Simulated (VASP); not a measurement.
# Ge (I4_1/amd) in VASP: notebook

Ge is run at these levels: LDA; tasks: single point, relaxation of cell and atoms.

Everything below comes from runs of VASP 6.6.1. Logs are shortened: lines on timing, memory, paths and dates and some standing lists are left out, and cuts for length are marked.

## Step 1: The cell of the first run

It takes space group I4_1/amd (No. 141, tetragonal). The conventional cell has a = 4.820 Å, b = 4.820 Å, c = 2.731 Å, α = 90.00°, β = 90.00°, γ = 90.00°. Within 3.3 Å of Ge (site symmetry -4m2) lie 10 Ge at 2.50 to 3.16 Å.

## Step 2: Single point, LDA

File INCAR:

```
  ALGO = Normal
  EDIFF = 1E-6
  ENCUT = 520
  GGA = CA
  ISIF = 2
  ISMEAR = 0
  LASPH = T
  LCHARG = T
  LELF = T
  LREAL = F
  LVHAR = T
  LWAVE = F
  NBANDS = 21
  NELM = 60
  PREC = Accurate
  SIGMA = 0.1
```

File KPOINTS:

```
k-points
0
Gamma
  8 8 8
```

File POSCAR:

```
Ge
1.0
   -2.4099241417      2.4099241417      1.3655435469
    2.4099241417     -2.4099241417      1.3655435469
    2.4099241417      2.4099241417     -1.3655435469
Ge
2
Direct
    0.2500000000      0.7500000000      0.5000000000
    0.5000000000      0.5000000000      0.0000000000
```

Potentials or basis: VASP PAW LDA potentials, release 64 (Ge_d).

Run with:

```console
$ cat potpaw_LDA.64/Ge_d/POTCAR > POTCAR
$ mpirun -np 1 vasp_std > vasp.out
```

OUTCAR:

```text
EDIFF = 1E-6
   ENCUT = 520
   GGA = CA
   ISIF = 2
   ISMEAR = 0
   LASPH = T
   LREAL = F
   NELM = 60
   PREC = Accurate

 ion  position               nearest neighbor table
   1  0.250  0.750  0.500-   2 2.50   2 2.50   2 2.50   2 2.50
   2  0.500  0.500  0.000-   1 2.50   1 2.50   1 2.50   1 2.50

  LATTYP: Found a body centered tetragonal cell.
 ALAT       =     4.8198482834
 C/A-ratio  =     0.5666334152

  Lattice vectors:

 A1 = (  -2.4099241417,   2.4099241417,   1.3655435469)
 A2 = (   2.4099241417,  -2.4099241417,   1.3655435469)
 A3 = (   2.4099241417,   2.4099241417,  -1.3655435469)

Analysis of symmetry for initial positions (statically):
=====================================================================
 Subroutine PRICEL returns:
 Original cell was already a primitive cell.

 Routine SETGRP: Setting up the symmetry group for a
 body centered tetragonal supercell.

 Subroutine GETGRP returns: Found 16 space group operations
 (whereof  8 operations were pure point group operations)
 out of a pool of 16 trial point group operations.

The static configuration has the point symmetry D_2d.
 The point group associated with its full space group is D_4h.

Analysis of symmetry for dynamics (positions and initial velocities):
=====================================================================
 Subroutine PRICEL returns:
 Original cell was already a primitive cell.

 Routine SETGRP: Setting up the symmetry group for a
 body centered tetragonal supercell.

 Subroutine GETGRP returns: Found 16 space group operations
 (whereof  8 operations were pure point group operations)
 out of a pool of 16 trial point group operations.

The dynamic configuration has the point symmetry D_2d.
 The point group associated with its full space group is D_4h.

 Subroutine INISYM returns: Found 16 space group operations
 (whereof  8 operations are pure point group operations),
 and found     1 'primitive' translations

----------------------------------------------------------------------------------------

                                     Primitive cell

  volume of cell :      31.7229

  direct lattice vectors                    reciprocal lattice vectors
    -2.409924142  2.409924142  1.365543547     0.000000000  0.207475410  0.366154563
     2.409924142 -2.409924142  1.365543547     0.207475410  0.000000000  0.366154563
[... 76 lines left out ...]
   PREC   = accura    normal or accurate (medium, high low for compatibility)
   ISTART =      0    job   : 0-new  1-cont  2-samecut
   ICHARG =      2    charge: 1-file 2-atom 10-const
   ISPIN  =      1    spin polarized calculation?
   LNONCOLLINEAR =      F non collinear calculations
   LSORBIT =      F    spin-orbit coupling
   LASPH  =      T    aspherical Exc in radial PAW
   ENCUT  =  520.0 eV  38.22 Ry    6.18 a.u.   6.83  6.83  6.83*2*pi/ulx,y,z
   NELM   =     60;   NELMIN=  2; NELMDL= -5     # of ELM steps
   EDIFF  = 0.1E-05   stopping-criterion for ELM
   LREAL  =      F    real-space projection
   EDIFFG = 0.1E-04   stopping-criterion for IOM
   NSW    =      0    number of steps for IOM
   IBRION =     -1    ionic relax: 0-MD 1-quasi-New 2-CG
   NFREE  =      0    steps in history (QN), initial steepest desc. (CG)
   ISIF   =      2    stress and relaxation
   ISYM   =      2    0-nonsym 1-usesym 2-fastsym
   POTIM  = 0.5000    time-step for ionic-motion
   TEBEG  =    0.0;   TEEND  =   0.0 temperature during run
   PSTRESS=    0.0 pullay stress
   NELECT =      28.0000    total number of electrons
   NUPDOWN=      -1.0000    fix difference up-down
   EMIN   =  10.00;   EMAX   =-10.00  energy-range for DOS
   EFERMI =   0.00;   METHOD = LEGACY
   ISMEAR =     0;   SIGMA  =   0.10  broadening in eV -4-tet -1-fermi 0-gaus
   EFERMI_NEDOS =   21; number of points for ismear=-14 and -15
   IALGO  =     38    algorithm
   IMIX   =      4    mixing-type and parameters
     AMIX     =   0.40;   BMIX     =  1.00
     AMIX_MAG =   1.60;   BMIX_MAG =  1.00
  volume/ion in A,a.u.               =      15.86       107.04
  Fermi-wavevector in a.u.,A,eV,Ry     =   1.570375  2.967579 33.553029  2.466078
  Thomas-Fermi vector in A             =   2.672118
   LORBIT       =      0    0 simple, 1 ext, 2 COOP (PROOUT), +10 PAW based schemes
   GGA     = CA    functional components
   LHFCALC =     F    Hartree Fock is set to
   AEXX    =    0.0000 exact exchange contribution
   IVDW    =     0    specifies the selected vdW correction
   LEPSILON=     F    determine dielectric tensor
   LRPA    =     F    only Hartree local field effects (RPA)
 non-spin polarized calculation
 Gauss-broadening in eV      SIGMA  =   0.10
  energy-cutoff  :      520.00
  volume of cell :       31.72
 maximum number of plane-waves:       878
   NGX = 13   NGY = 13   NGZ = 13

 number of electron      28.0000028 magnetization

 Free energy of the ion-electron system (eV)
  ---------------------------------------------------
  ext. energy  EPLUGINS =         0.00000000
  ---------------------------------------------------
  free energy    TOTEN  =        -9.86828230 eV

  energy without entropy =       -9.86480330  energy(sigma->0) =       -9.86654280

 E-fermi :   8.3269     XC(G=0): -12.4216

 val. band max:        8.3119207418   @ k =   0.2500   0.1250  -0.0000
 cond. band min:       8.5023258778   @ k =   0.5000   0.2500   0.1250
 fundamental gap:      0.1904051361
 Fermi energy:         8.3268889453

 k-point     1 :       0.0000    0.0000    0.0000
  band No.  band energies     occupation
      1     -16.6955      2.00000
      2     -16.5864      2.00000
      3     -16.5703      2.00000
      4     -16.5263      2.00000
      5     -16.4033      2.00000
      6     -16.4033      2.00000
[... 565 lines left out ...]
     20      19.3959      0.00000
     21      20.1416      0.00000

 [... further k-points ...]
[... 5 lines left out ...]
  --------------------------------------------------------------------------------------
  -------------------------------------------------------------------------------------
  Total        2.6920846      2.6920846      2.6796181      0.0000000      0.0000000      0.0000000
  in kB      135.9649569    135.9649569    135.3353342      0.0000000      0.0000000      0.0000000
  external PRESSURE =     135.7550827 kB  Pullay stress =       0.0000000 kB

 VOLUME and BASIS-vectors are now :
 -----------------------------------------------------------------------------
  energy-cutoff  :      520.00
  volume of cell :       31.72
      direct lattice vectors                 reciprocal lattice vectors
    -2.409924142  2.409924142  1.365543547     0.000000000  0.207475410  0.366154563
     2.409924142 -2.409924142  1.365543547     0.207475410  0.000000000  0.366154563
     2.409924142  2.409924142 -1.365543547     0.207475410  0.207475410  0.000000000

 POSITION                                       TOTAL-FORCE (eV/Angst)
 -----------------------------------------------------------------------------------
      2.40992     -0.00000      0.68277        -0.000000      0.000000      0.000000
      0.00000      0.00000      1.36554         0.000000     -0.000000     -0.000000
 -----------------------------------------------------------------------------------
    total drift:                                0.000000     -0.000000      0.000000

  FREE ENERGIE OF THE ION-ELECTRON SYSTEM (eV)
  ---------------------------------------------------
  free  energy   TOTEN  =        -9.8682822951 eV

  energy  without entropy=       -9.8648033044  energy(sigma->0) =       -9.86654280
```

OSZICAR:

```text
N       E                     dE             d eps       ncg     rms          rms(c)
DAV:   1     0.173016689860E+03    0.17302E+03   -0.13917E+04  2921   0.397E+03
DAV:   2     0.120954656243E+02   -0.16092E+03   -0.15632E+03  2483   0.595E+02
DAV:   3    -0.939156626352E+01   -0.21487E+02   -0.21339E+02  2798   0.129E+02
DAV:   4    -0.993109294506E+01   -0.53953E+00   -0.53924E+00  2808   0.244E+01
DAV:   5    -0.993809543175E+01   -0.70025E-02   -0.70023E-02  2792   0.289E+00    0.293E+00
DAV:   6    -0.989162924962E+01    0.46466E-01   -0.21736E-02  3383   0.262E+00    0.163E+00
DAV:   7    -0.986870081955E+01    0.22928E-01   -0.17625E-02  3360   0.192E+00    0.121E-01
DAV:   8    -0.986828404936E+01    0.41677E-03   -0.24115E-03  3272   0.873E-01    0.513E-02
DAV:   9    -0.986828247932E+01    0.15700E-05   -0.59617E-05  3125   0.988E-02    0.121E-02
DAV:  10    -0.986828229509E+01    0.18423E-06   -0.36275E-06  2648   0.271E-02
   1 F= -.98682823E+01 E0= -.98665428E+01  d E =-.347899E-02
```

Wall time 21 s (1 thread of Intel Xeon Platinum 8488C (Sapphire Rapids), shared host); peak memory 0.15 GiB.

Results:

```
Free energy            : -9.8683 eV
Pressure               : 13.6 GPa
Band gap on the k mesh : zero (bands 14 and 15 overlap by 5.55 eV)
```

Levels at points of the mesh, in eV from the Fermi level:
| k point | band 12 | band 13 | band 14 | band 15 | band 16 | band 17 |
| --- | --- | --- | --- | --- | --- | --- |
| (0.00, 0.00, 0.00) | -2.94 | -2.53 | -2.53 | 3.26 | 8.57 | 8.78 |
| (0.50, 0.00, 0.00) | -7.28 | -2.35 | -2.18 | -1.87 | 2.26 | 4.21 |
| (0.50, 0.50, 0.00) | -11.48 | 0.90 | 0.90 | 2.83 | 2.83 | 7.60 |
| (0.50, 0.50, 0.50) | -9.13 | -6.87 | -6.87 | 5.81 | 5.81 | 13.53 |

Caveat: the cell stands under pressure.

## Step 3: Single point, LDA

File INCAR:

```
SYSTEM = Ge
  PREC = Accurate
  ENCUT = 520
  EDIFF = 1E-6
  ISMEAR = 0
  SIGMA = 0.1
  LREAL = .FALSE.
  LASPH = .TRUE.
  NELM = 80
  ALGO = Normal
  ISIF = 2
  LWAVE = .FALSE.
  LCHARG = .FALSE.
  GGA = CA
  NBANDS = 21
```

File KPOINTS:

```
Automatic mesh
0
G
  8 8 8
  0 0 0
```

POSCAR is that of step 2.

Potentials or basis: VASP PAW LDA potentials, release 64 (Ge_d).

Run with:

```console
$ cat potpaw_LDA.64/Ge_d/POTCAR > POTCAR
$ mpirun -np 1 vasp_std > vasp.out
```

Run time: 20 s. Hardware: 1 thread of Intel Xeon Platinum 8488C (Sapphire Rapids), shared host; peak memory 0.15 GiB.

The run converged. Its results:

- Free energy: -9.8683 eV
- Pressure: 13.6 GPa
- Band gap on the k mesh: zero (bands 14 and 15 overlap by 5.55 eV)

Levels at points of the mesh, in eV from the Fermi level:
```
           k point  band 12  band 13  band 14  band 15  band 16  band 17
(0.00, 0.00, 0.00)    -2.94    -2.53    -2.53     3.26     8.57     8.78
(0.50, 0.00, 0.00)    -7.28    -2.35    -2.18    -1.87     2.26     4.21
(0.50, 0.50, 0.00)   -11.48     0.90     0.90     2.83     2.83     7.60
(0.50, 0.50, 0.50)    -9.13    -6.87    -6.87     5.81     5.81    13.53
```

Caveat: the cell stands under pressure.

## Step 4: Relaxation of cell and atoms, LDA, target pressure 13.3 GPa, at which the enthalpy is minimised

File INCAR:

```
PREC = Accurate ; ENCUT = 600
EDIFF = 1E-6 ; ISMEAR = 0
SIGMA = 0.1 ; LREAL = False
LASPH = True ; NELM = 60
ALGO = Normal ; ISIF = 3
LWAVE = False ; LCHARG = False
GGA = CA ; IBRION = 2
NSW = 80 ; EDIFFG = -0.05
PSTRESS = 133.0
```

File KPOINTS:

```
regular mesh
0
Gamma
  8 8 8
```

POSCAR is that of step 3.

Run with:

```console
$ cat potpaw_LDA.64/Ge_d/POTCAR > POTCAR
$ mpirun -np 1 vasp_std > vasp.out
```

Wall time 32 s (1 thread of Intel Xeon Platinum 8488C (Sapphire Rapids), shared host); peak memory 0.16 GiB.

It converged, with:

* Free energy: -9.8684 eV
* Pressure after relaxing: 13.6 GPa
* Band gap on the k mesh: zero (bands 14 and 15 overlap by 5.55 eV)

Final structure:
```xyz
2
Lattice="-2.4099 2.4099 1.3655 2.4099 -2.4099 1.3655 2.4099 2.4099 -1.3655" Properties=species:S:1:pos:R:3 pbc="T T T"
Ge    2.4099    0.0000    0.6828
Ge    0.0000    0.0000    1.3655
```

Levels at points of the mesh, in eV from the Fermi level:
```tsv
k point	band 10	band 11	band 12	band 13	band 14	band 15	band 16	band 17	band 18
(0.00, 0.00, 0.00)	-24.51	-14.70	-2.94	-2.53	-2.53	3.26	8.57	8.79	9.07
(0.50, 0.00, 0.00)	-24.58	-8.82	-7.28	-2.35	-2.18	-1.87	2.26	4.21	6.53
(0.50, 0.50, 0.00)	-24.64	-11.48	-11.48	0.90	0.90	2.83	2.83	7.60	7.60
(0.50, 0.50, 0.50)	-24.71	-9.13	-9.13	-6.87	-6.87	5.81	5.81	13.53	13.53
```

Caveat: the relaxation stopped at its first step, so nothing moved; the cell is relaxed towards a set pressure, so the run minimises the enthalpy, not the energy.

(Part 1 of 2 ends here.)
